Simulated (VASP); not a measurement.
The system is BaTiO3.

```
CELL_PARAMETERS angstrom
3.97239 0.00000 0.00000
0.00000 2.89056 2.91590
0.00000 -2.89056 2.91590
ATOMIC_POSITIONS crystal
Ba 0.00000 0.01160 0.01160
Ti 0.50000 0.52781 0.52781
O 0.00000 0.48729 0.48729
O 0.50000 0.49316 0.97637
O 0.50000 0.97637 0.49316
```

| Quantity | Value |
| --- | --- |
| Program | VASP 6.6.1 |
| Task | relaxation of cell and atoms |
| Functional | PBE |
| Dispersion | D3(BJ) |
| Potentials or basis | VASP PAW PBE potentials, release 64 (Ba_sv, Ti_sv, O) |
| Cutoff | 600 eV |
| k mesh | 8 × 8 × 8 |
| Occupations | gaussian, width 0.02 eV |
| Spin | no spin polarisation |

At the start: pressure -1.7 GPa; volume 13.39 Å³/atom.

Q: Where does the relaxation end?

A: Over 13 steps the energy falls by 2.2 meV/atom and the volume is 13.10 Å³/atom (-2.2 %); space group Amm2 (No. 38, to 0.1 Å) before and after.

The path:
| step | energy change (eV) | largest force (eV/Å) | pressure (GPa) | volume (Å³) |
| --- | --- | --- | --- | --- |
| 1 | 0.0000 | 0.0827 | -1.68 | 66.96 |
| 2 | -0.0036 | 0.2423 | 1.28 | 65.61 |
| 3 | -0.0050 | 0.1878 | 0.22 | 66.07 |
| 4 | -0.0079 | 0.0698 | 0.10 | 65.84 |
| 5 | -0.0083 | 0.0739 | 0.06 | 65.72 |
| 6 | -0.0100 | 0.0560 | -0.04 | 65.65 |
| 7 | -0.0106 | 0.0647 | -0.11 | 65.59 |
| 8 | -0.0109 | 0.0329 | 0.18 | 65.47 |
| 9 | -0.0109 | 0.0288 | 0.22 | 65.45 |
| 10 | -0.0110 | 0.0155 | 0.06 | 65.50 |
| 11 | -0.0110 | 0.0133 | 0.00 | 65.51 |
| 12 | -0.0111 | 0.0093 | -0.01 | 65.52 |
| 13 | -0.0111 | 0.0049 | -0.03 | 65.52 |

Final structure:
```yaml
crystal:
  lattice:
    - [3.97601, 0.00000, 0.00000]
    - [0.00000, 2.86303, 2.87786]
    - [0.00000, -2.86303, 2.87786]
  atoms:
    - { symbol: Ba, position: [0.00000, 0.00755, 0.00755] }
    - { symbol: Ti, position: [0.50000, 0.52311, 0.52311] }
    - { symbol: O, position: [0.00000, 0.49017, 0.49017] }
    - { symbol: O, position: [0.50000, 0.49386, 0.98155] }
    - { symbol: O, position: [0.50000, 0.98155, 0.49386] }
```
